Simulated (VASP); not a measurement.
# SiNi (Pmmn) in VASP: further runs

SiNi is run at these levels: LDA; tasks: electric field gradients.

All numbers are computed with VASP 6.6.1; they aren't measurements. Logs are shortened: lines on timing, memory, paths and dates and some standing lists are left out, and cuts for length are marked.

## Step 1: The cell of the first run

It takes space group Pmmn (No. 59, orthorhombic). The conventional cell has a = 3.047 Å, b = 3.295 Å, c = 4.729 Å, α = 90.00°, β = 90.00°, γ = 90.00°. Within 3.1 Å of Si (site symmetry mm2) lie 6 Ni at 2.36 to 2.41 Å and 6 Si at 2.69 to 3.05 Å. Ni (site symmetry mm2) has 6 Si at 2.36 to 2.41 Å and 6 Ni at 2.68 to 3.05 Å within 3.1 Å.

## Step 2: Electric field gradients, LDA, collinear spin, ferromagnetic start (11.87 Å³/atom)

Input file INCAR:

```
ALGO = Normal
EDIFF = 1E-8
ENCUT = 520
ISIF = 2
ISMEAR = -1
ISPIN = 2
LASPH = True
LCHARG = False
LEFG = True
LMAXMIX = 4
LORBIT = 11
LREAL = False
LWAVE = False
MAGMOM = 0 0 1.5 1.5
NBANDS = 26
NELM = 150
PREC = Accurate
SIGMA = 0.05
```

Input file KPOINTS:

```
k-points
0
Gamma
  11 10 7
```

Input file POSCAR:

```
SiNi
1.0
    3.0466644252      0.0000000000      0.0000000000
    0.0000000000      3.2951794398      0.0000000000
    0.0000000000      0.0000000000      4.7288719001
Si Ni
2 2
Direct
    0.5000000000      0.5000000000      0.8423000000
    0.0000000000      0.0000000000      0.1577000000
    0.5000000000      0.5000000000      0.3442200000
    0.0000000000      0.0000000000      0.6557800000
```

Potentials or basis: VASP PAW LDA potentials, release 64 (Si, Ni).

On the command line:

```bash
cat potpaw_LDA.64/Si/POTCAR potpaw_LDA.64/Ni/POTCAR > POTCAR
mpirun -np 1 vasp_std > vasp.out
```

OUTCAR:

```text
EDIFF = 1E-8
   ENCUT = 520
   ISIF = 2
   ISMEAR = -1
   ISPIN = 2
   LASPH = True
   LORBIT = 11
   LREAL = False
   NELM = 150
   PREC = Accurate

 ion  position               nearest neighbor table
   1  0.500  0.500  0.842-   3 2.36   3 2.37   4 2.41   4 2.41   4 2.41   4 2.41   2 2.69   2 2.69
                             2 2.69   2 2.69
   2  0.000  0.000  0.158-   4 2.36   4 2.37   3 2.41   3 2.41   3 2.41   3 2.41   1 2.69   1 2.69
                             1 2.69   1 2.69
   3  0.500  0.500  0.344-   1 2.36   1 2.37   2 2.41   2 2.41   2 2.41   2 2.41   4 2.68   4 2.68
                             4 2.68   4 2.68
   4  0.000  0.000  0.656-   2 2.36   2 2.37   1 2.41   1 2.41   1 2.41   1 2.41   3 2.68   3 2.68
                             3 2.68   3 2.68

  LATTYP: Found a simple orthorhombic cell.
 ALAT       =     3.0466644252
 B/A-ratio  =     1.0815695396
 C/A-ratio  =     1.5521472798

  Lattice vectors:

 A1 = (   3.0466644252,   0.0000000000,   0.0000000000)
 A2 = (   0.0000000000,   3.2951794398,   0.0000000000)
 A3 = (   0.0000000000,   0.0000000000,   4.7288719001)

Analysis of symmetry for initial positions (statically):
=====================================================================
 Subroutine PRICEL returns:
 Original cell was already a primitive cell.

 Routine SETGRP: Setting up the symmetry group for a
 simple orthorhombic supercell.

 Subroutine GETGRP returns: Found  8 space group operations
 (whereof  4 operations were pure point group operations)
 out of a pool of  8 trial point group operations.

The static configuration has the point symmetry C_2v.
 The point group associated with its full space group is D_2h.

Analysis of symmetry for dynamics (positions and initial velocities):
=====================================================================
 Subroutine PRICEL returns:
 Original cell was already a primitive cell.

 Routine SETGRP: Setting up the symmetry group for a
 simple orthorhombic supercell.

 Subroutine GETGRP returns: Found  8 space group operations
 (whereof  4 operations were pure point group operations)
 out of a pool of  8 trial point group operations.

The dynamic configuration has the point symmetry C_2v.
 The point group associated with its full space group is D_2h.

Analysis of structural, dynamic, and magnetic symmetry:
=====================================================================
 Subroutine PRICEL returns:
 Original cell was already a primitive cell.

 Routine SETGRP: Setting up the symmetry group for a
 simple orthorhombic supercell.

 Subroutine GETGRP returns: Found  8 space group operations
 (whereof  4 operations were pure point group operations)
 out of a pool of  8 trial point group operations.

The overall configuration has the point symmetry C_2v.
 The point group associated with its full space group is D_2h.

 Subroutine INISYM returns: Found  8 space group operations
 (whereof  4 operations are pure point group operations),
 and found     1 'primitive' translations

----------------------------------------------------------------------------------------

                                     Primitive cell

  volume of cell :      47.4746

  direct lattice vectors                    reciprocal lattice vectors
     3.046664425  0.000000000  0.000000000     0.328227813  0.000000000  0.000000000
     0.000000000  3.295179440  0.000000000     0.000000000  0.303473610  0.000000000
     0.000000000  0.000000000  4.728871900     0.000000000  0.000000000  0.211466925

  length of vectors
     3.046664425  3.295179440  4.728871900     0.328227813  0.303473610  0.211466925

  position of ions in fractional coordinates (direct lattice)
     0.500000000  0.500000000  0.842300000
     0.000000000  0.000000000  0.157700000
     0.500000000  0.500000000  0.344220000
     0.000000000  0.000000000  0.655780000

  ion indices of the primitive-cell ions
   primitive index   ion index
                 1           1
                 2           2
                 3           3
                 4           4

----------------------------------------------------------------------------------------

 KPOINTS: k-points

Automatic generation of k-mesh.
 Grid dimensions read from file:
 generate k-points for:   11   10    7

 Generating k-lattice:

  Cartesian coordinates                     Fractional coordinates (reciprocal lattice)
     0.029838892  0.000000000  0.000000000     0.090909091  0.000000000  0.000000000
     0.000000000  0.030347361  0.000000000     0.000000000  0.100000000  0.000000000
     0.000000000  0.000000000  0.030209561     0.000000000  0.000000000  0.142857143

  Length of vectors
     0.029838892  0.030347361  0.030209561

  Shift w.r.t. Gamma in fractional coordinates (k-lattice)
     0.000000000  0.000000000  0.000000000

 Subroutine IBZKPT returns following result:
 ===========================================

 Found    144 irreducible k-points:

 Following reciprocal coordinates:
            Coordinates               Weight
  0.000000  0.000000  0.000000      1.000000
  0.090909  0.000000  0.000000      2.000000
  0.181818  0.000000  0.000000      2.000000
  0.272727  0.000000  0.000000      2.000000
  0.363636  0.000000  0.000000      2.000000
  0.454545  0.000000  0.000000      2.000000
[... 16 lines left out ...]
  0.363636  0.300000  0.000000      4.000000
  0.454545  0.300000  0.000000      4.000000
 [... further k-points ...]
   k-points           NKPTS =    144   k-points in BZ     NKDIM =    144   number of bands    NBANDS=     26
   number of dos      NEDOS =    301   number of ions     NIONS =      4
   total plane-waves  NPLWV =  24192
   dimension x,y,z NGX =    24 NGY =   28 NGZ =   36
   dimension x,y,z NGXF=    48 NGYF=   56 NGZF=   72
   ions per type =               2   2
   NGX,Y,Z   is equivalent  to a cutoff of  13.10, 14.13, 12.66 a.u.
   NGXF,Y,Z  is equivalent  to a cutoff of  26.19, 28.25, 25.31 a.u.
 SYSTEM =  unknown system
   PREC   = accura    normal or accurate (medium, high low for compatibility)
   ISTART =      0    job   : 0-new  1-cont  2-samecut
   ICHARG =      2    charge: 1-file 2-atom 10-const
   ISPIN  =      2    spin polarized calculation?
   LNONCOLLINEAR =      F non collinear calculations
   LSORBIT =      F    spin-orbit coupling
   LASPH  =      T    aspherical Exc in radial PAW
   ENCUT  =  520.0 eV  38.22 Ry    6.18 a.u.   5.66  6.13  8.79*2*pi/ulx,y,z
   NELM   =    150;   NELMIN=  2; NELMDL= -5     # of ELM steps
   EDIFF  = 0.1E-07   stopping-criterion for ELM
   LREAL  =      F    real-space projection
   EDIFFG = 0.1E-06   stopping-criterion for IOM
   NSW    =      0    number of steps for IOM
   IBRION =     -1    ionic relax: 0-MD 1-quasi-New 2-CG
   NFREE  =      0    steps in history (QN), initial steepest desc. (CG)
   ISIF   =      2    stress and relaxation
   ISYM   =      2    0-nonsym 1-usesym 2-fastsym
   POTIM  = 0.5000    time-step for ionic-motion
   TEBEG  =    0.0;   TEEND  =   0.0 temperature during run
   PSTRESS=    0.0 pullay stress
   NELECT =      28.0000    total number of electrons
   NUPDOWN=      -1.0000    fix difference up-down
   EMIN   =  10.00;   EMAX   =-10.00  energy-range for DOS
   EFERMI =   0.00;   METHOD = LEGACY
   ISMEAR =    -1;   SIGMA  =   0.05  broadening in eV -4-tet -1-fermi 0-gaus
   EFERMI_NEDOS =   21; number of points for ismear=-14 and -15
   IALGO  =     38    algorithm
   IMIX   =      4    mixing-type and parameters
     AMIX     =   0.40;   BMIX     =  1.00
     AMIX_MAG =   1.60;   BMIX_MAG =  1.00
  volume/ion in A,a.u.               =      11.87        80.09
  Fermi-wavevector in a.u.,A,eV,Ry     =   1.372905  2.594414 25.645181  1.884868
  Thomas-Fermi vector in A             =   2.498470
   LORBIT       =     11    0 simple, 1 ext, 2 COOP (PROOUT), +10 PAW based schemes
   GGA     = CA    functional components
   LHFCALC =     F    Hartree Fock is set to
   AEXX    =    0.0000 exact exchange contribution
   IVDW    =     0    specifies the selected vdW correction
   LEPSILON=     F    determine dielectric tensor
   LRPA    =     F    only Hartree local field effects (RPA)
 spin polarized calculation
  energy-cutoff  :      520.00
  volume of cell :       47.47
 maximum number of plane-waves:      1300
 NGX is ok and might be reduce to    24
   NGX = 11   NGY = 13   NGZ = 17

 number of electron      27.9999997 magnetization       0.0000250

 number of electron      27.9999997 magnetization      -0.0000059

 Free energy of the ion-electron system (eV)
  ---------------------------------------------------
  ext. energy  EPLUGINS =         0.00000000
  ---------------------------------------------------
  free energy    TOTEN  =       -27.17431223 eV

  energy without entropy =      -27.16277907  energy(sigma->0) =      -27.16854565

 E-fermi :  10.7827     XC(G=0): -12.5572

 val. band max:       10.7803459477   @ k =   0.1818   0.1000   0.2857
 cond. band min:      10.7937124680   @ k =   0.2727   0.1000   0.4286
 fundamental gap:      0.0133665202
 Fermi energy:        10.7826712880

 spin component 1

 k-point     1 :       0.0000    0.0000    0.0000
  band No.  band energies     occupation
      1      -2.7614      1.00000
      2       2.8679      1.00000
      3       4.5420      1.00000
      4       6.8279      1.00000
      5       7.3642      1.00000
      6       7.8979      1.00000
[... 685 lines left out ...]
     25      26.3909      0.00000
     26      27.0080      0.00000

 [... further k-points ...]

 spin component 2

 k-point     1 :       0.0000    0.0000    0.0000
  band No.  band energies     occupation
      1      -2.7614      1.00000
      2       2.8679      1.00000
      3       4.5420      1.00000
      4       6.8279      1.00000
      5       7.3642      1.00000
      6       7.8979      1.00000
[... 685 lines left out ...]
     25      26.3909      0.00000
     26      27.0080      0.00000

 [... further k-points ...]
[... 5 lines left out ...]
  --------------------------------------------------------------------------------------
  -------------------------------------------------------------------------------------
  Total       -3.3733199     -3.6821821     -4.2233682      0.0000000      0.0000000      0.0000000
  in kB     -113.8431413   -124.2666536   -142.5306558      0.0000000      0.0000000      0.0000000
  external PRESSURE =    -126.8801502 kB  Pullay stress =       0.0000000 kB

 VOLUME and BASIS-vectors are now :
 -----------------------------------------------------------------------------
  energy-cutoff  :      520.00
  volume of cell :       47.47
      direct lattice vectors                 reciprocal lattice vectors
     3.046664425  0.000000000  0.000000000     0.328227813  0.000000000  0.000000000
     0.000000000  3.295179440  0.000000000     0.000000000  0.303473610  0.000000000
     0.000000000  0.000000000  4.728871900     0.000000000  0.000000000  0.211466925

 POSITION                                       TOTAL-FORCE (eV/Angst)
 -----------------------------------------------------------------------------------
      1.52333      1.64759      3.98313         0.000000      0.000000     -0.206679
      0.00000      0.00000      0.74574         0.000000      0.000000      0.206679
      1.52333      1.64759      1.62777         0.000000      0.000000     -0.207992
      0.00000      0.00000      3.10110         0.000000      0.000000      0.207992
 -----------------------------------------------------------------------------------
    total drift:                                0.000000      0.000000     -0.000000

  FREE ENERGIE OF THE ION-ELECTRON SYSTEM (eV)
  ---------------------------------------------------
  free  energy   TOTEN  =       -27.1743122294 eV

  energy  without entropy=      -27.1627790673  energy(sigma->0) =      -27.16854565

 Electric field gradients (V/A^2)
---------------------------------------------------------------------
 ion       V_xx      V_yy      V_zz      V_xy      V_xz      V_yz
---------------------------------------------------------------------
   1      25.107     9.294   -34.402     0.000     0.000     0.000
   2      25.107     9.294   -34.402     0.000    -0.000    -0.000
   3       6.138     8.457   -14.595    -0.000    -0.000    -0.000
   4       6.138     8.457   -14.595    -0.000    -0.000     0.000
---------------------------------------------------------------------

 Electric field gradients after diagonalization (V/A^2)
 (convention: |V_zz| > |V_xx| > |V_yy|)
----------------------------------------------------------------------
 ion       V_xx      V_yy      V_zz     asymmetry (V_yy - V_xx)/ V_zz
----------------------------------------------------------------------
   1      25.107     9.294   -34.402       0.460
   2      25.107     9.294   -34.402       0.460
   3       8.457     6.138   -14.595       0.159
   4       8.457     6.138   -14.595       0.159
----------------------------------------------------------------------

           NMR quadrupolar parameters

 Cq : quadrupolar parameter    Cq=e*Q*V_zz/h
 eta: asymmetry parameters     (V_yy - V_xx)/ V_zz
 Q  : nuclear electric quadrupole moment in mb (millibarn)
----------------------------------------------------------------------
 ion       Cq(MHz)       eta       Q (mb)
----------------------------------------------------------------------
   1      -0.083       0.460       1.000
   2      -0.083       0.460       1.000
   3      -0.035       0.159       1.000
   4      -0.035       0.159       1.000
----------------------------------------------------------------------

 total charge

# of ion       s       p       d       tot
------------------------------------------
    1        0.758   0.843   0.000   1.601
    2        0.758   0.843   0.000   1.601
    3        0.469   0.577   8.469   9.516
    4        0.469   0.577   8.469   9.516
--------------------------------------------------
tot          2.454   2.840  16.938  22.232

 magnetization (x)

# of ion       s       p       d       tot
------------------------------------------
    1       -0.000  -0.000   0.000  -0.000
    2       -0.000  -0.000   0.000  -0.000
    3        0.000   0.000  -0.000  -0.000
    4        0.000   0.000  -0.000  -0.000
--------------------------------------------------
tot         -0.000  -0.000  -0.000  -0.000
```

Wall time 2.4 min (1 thread of Intel Xeon Platinum 8559C (Emerald Rapids), shared host); peak memory 0.34 GiB.

What came out:

| Property | Result |
| --- | --- |
| Free energy | -27.1743 eV |
| Pressure | -12.7 GPa |
| Largest force | 0.208 eV/Å |
| Band gap on the k mesh | zero (filled and empty bands overlap) |
| Net moment | 0.00 μB per cell |
| Largest electric field gradient by atom | Si -34.4; Ni -14.6 V/Å² |
| Valence electrons inside the program's atomic spheres | Si 1.60; Ni 9.52 |

Forces in eV/Å, atoms in the order of the input:
```
Si   0.000  0.000 -0.207
Si   0.000  0.000  0.207
Ni   0.000  0.000 -0.208
Ni   0.000  0.000  0.208
```

Levels at points of the mesh, in eV from the Fermi level:
Spin up:
```csv
k point,band 10,band 11,band 12,band 13,band 14,band 15,band 16,band 17,band 18,band 19
"(0.00, 0.00, 0.00)",-2.47,-2.24,-1.91,-1.87,-1.00,0.79,2.85,5.14,5.26,6.64
"(0.00, 0.50, 0.00)",-2.54,-2.15,-2.15,-1.97,-1.97,1.21,1.21,4.52,4.52,7.41
```
Spin down:
```tsv
k point	band 12	band 13	band 14	band 15	band 16	band 17
(0.00, 0.00, 0.00)	-1.91	-1.87	-1.00	0.79	2.85	5.14
(0.00, 0.50, 0.00)	-2.15	-1.97	-1.97	1.21	1.21	4.52
```

Electric field gradients, principal values (V/Å²):
```
atom  least  middle  greatest (by size)
1 Si  9.294  25.107             -34.402
2 Si  9.294  25.107             -34.402
3 Ni  6.138   8.457             -14.595
4 Ni  6.138   8.457             -14.595
```

Caveat: the cell stands under tension; the moments typed at the start vanished in this run; without QUAD_EFG the Cq values of the log hold for a quadrupole moment of 1 mb, not for the nuclei.

(Continued in part 2 of 2.)
